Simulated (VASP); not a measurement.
Write the native input for VASP 6.6.1 that does the following.

| Quantity | Value |
| --- | --- |
| Task | single point |
| Functional | HSE06 |
| Potentials or basis | VASP PAW PBE potentials, release 64 (Sn_d, Te) |
| Cutoff | 520 eV |
| k mesh | 6 × 6 × 6 |
| Occupations | fermi-dirac, width 0.02 eV |
| Spin | no spin polarisation |
| Dipole correction | no |
| Grid for exact exchange (PRECFOCK) | Normal |
| Further INCAR settings | ALGO = Normal; EDIFF = 1e-07; NBANDS = 17 |
| Share of exact exchange | 0.25 |
| Screening parameter | 0.2079 1/Å |

SnTe:

```
Sn Te
1.0
     0.00000    3.09365    3.09365
     3.09365    0.00000    3.09365
     3.09365    3.09365    0.00000
Sn Te
1 1
Cartesian
  0.0000 0.0000 0.0000
  3.0937 3.0937 3.0937
```

This cell differs from its parent crystal: strain -3.0%.

The input as run:

POSCAR

```
SnTe
1.0
    0.0000000000      3.0936504351      3.0936504351
    3.0936504351      0.0000000000      3.0936504351
    3.0936504351      3.0936504351      0.0000000000
Sn Te
1 1
Direct
    0.0000000000      0.0000000000      0.0000000000
    0.5000000000      0.5000000000      0.5000000000
```

INCAR.step1

```
PREC = Accurate
ENCUT = 520
EDIFF = 1E-5
ISMEAR = -1
SIGMA = 0.02
LREAL = False
LASPH = True
NELM = 100
ALGO = Normal
ISIF = 2
LWAVE = True
LCHARG = False
GGA = PE
NBANDS = 17
```

INCAR.step2

```
PREC = Accurate
ENCUT = 520
EDIFF = 1E-7
ISMEAR = -1
SIGMA = 0.02
LREAL = False
LASPH = True
NELM = 100
ALGO = Normal
ISIF = 2
LWAVE = False
LCHARG = False
GGA = PE
LHFCALC = True
HFSCREEN = 0.2079
PRECFOCK = Normal
ISTART = 1
NBANDS = 17
```

KPOINTS

```
regular mesh
0
Gamma
  6 6 6
```

Potentials or basis: VASP PAW PBE potentials, release 64 (Sn_d, Te).

The run is started by

```console
$ cat potpaw_PBE.64/Sn_d/POTCAR potpaw_PBE.64/Te/POTCAR > POTCAR
$ cp INCAR.step1 INCAR
$ mpirun -np 1 vasp_std > vasp.out
$ cp INCAR.step2 INCAR
$ mpirun -np 1 vasp_std > vasp.out
```

Results of the run:

```yaml
Pressure: 4.0 GPa
Band_gap_on_the_k_mesh: 0.18 eV
```

Caveat: the cell differs from its parent crystal (strain -3.0%); the cell stands under pressure; the PAW data sets were made with another functional, which shifts forces and pressure a little; spin-orbit coupling is left out, which moves the levels of the heavy elements.

It took 63 min on 1 thread of AMD EPYC 9R45 96-Core Processor (Zen 5), on a shared host, peak memory 0.31 GiB.
